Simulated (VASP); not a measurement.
Cu:

```
CELL_PARAMETERS angstrom
0.00000 1.80750 1.80750
1.80750 0.00000 1.80750
1.80750 1.80750 0.00000
ATOMIC_POSITIONS crystal
Cu 0.00000 0.00000 0.00000
```

```yaml
Program: VASP 6.6.1
Task: relaxation of volume and atoms at fixed shape
Functional: LDA
Potentials_or_basis: VASP PAW LDA potentials, release 64 (Cu)
Cutoff: 600 eV
k_mesh: 19 × 19 × 19
Occupations: gaussian, width 0.1 eV
Spin: no spin polarisation
```

At the start: pressure -11.8 GPa; volume 11.81 Å³/atom.

**Question.** How do energy, volume and symmetry change on relaxing?

**Answer.** Over 3 steps the energy falls by 35.0 meV/atom and the volume is 10.93 Å³/atom (-7.4 %); space group Fm-3m (No. 225, to 0.05 Å).

Step by step:
```csv
step,energy change (eV),largest force (eV/Å),pressure (GPa),volume (Å³)
1,0.0000,0.0000,-11.78,11.81
2,-0.0178,0.0000,10.68,10.39
3,-0.0350,0.0000,-0.08,10.93
```

Final structure:
```
Cu
1.0
     0.00000    1.76162    1.76162
     1.76162    0.00000    1.76162
     1.76162    1.76162    0.00000
Cu
1
Direct
  0.00000 0.00000 0.00000
```
